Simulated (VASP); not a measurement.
Input of a VASP 6.6.1 run:

INCAR

```
PREC = Accurate ; ENCUT = 520
EDIFF = 1E-6 ; ISMEAR = 0
SIGMA = 0.05 ; LREAL = False
LASPH = True ; NELM = 150
ALGO = Normal ; ISIF = 2
LWAVE = False ; LCHARG = False
ISPIN = 2 ; MAGMOM = 0.3 0.3 0.3 0.3 0.3 0.3 0.3 0.3
LORBIT = 11 ; GGA = PS
NBANDS = 50
```

Contents of KPOINTS:

```
Automatic mesh
0
Gamma
  1 1 5
```

File POSCAR:

```
SiGe
1.0
   12.9000000000      0.0000000000      0.0000000000
    0.0000000000     12.7000000000      0.0000000000
    0.0000000000      0.0000000000      6.5877546055
Si Ge
4 4
Direct
    0.5000000000      0.5061835951      0.9881389880
    0.5000000000      0.4271690229      0.3560575174
    0.4045765058      0.5905469004      0.2848093282
    0.5954234942      0.5905469004      0.2848093282
    0.5000000000      0.5699354813      0.6282838344
    0.5000000000      0.3190265628      0.0628489457
    0.3960964053      0.6756194433     -0.0524759709
    0.6039035947      0.6756194433     -0.0524759709
```

Potentials or basis: VASP PAW PBE potentials, release 64 (Si, Ge_d).

The run is started by

```bash
$ cat potpaw_PBE.64/Si/POTCAR potpaw_PBE.64/Ge_d/POTCAR > POTCAR
$ mpirun -np 1 vasp_std > vasp.out
```

Estimate the site moments.

Si -0.00, +0.01, +0.06 (each value once); Ge +0.01, +0.00, +0.10 (each value once) μB.

Predict the net moment.

0.80 μB per cell.

Estimate the largest force.

0.011 eV/Å.

Forces in eV/Å, atoms in the order of the input:
```
Si   0.000 -0.007 -0.002
Si   0.000 -0.007  0.003
Si  -0.001  0.003  0.006
Si   0.001  0.003  0.006
Ge   0.000  0.000 -0.005
Ge   0.000 -0.009 -0.005
Ge  -0.005  0.009 -0.001
Ge   0.005  0.009 -0.001
```

Caveat: a moment this small can come from the mesh or the smearing; the PAW data sets were made with another functional, which shifts forces and pressure a little.
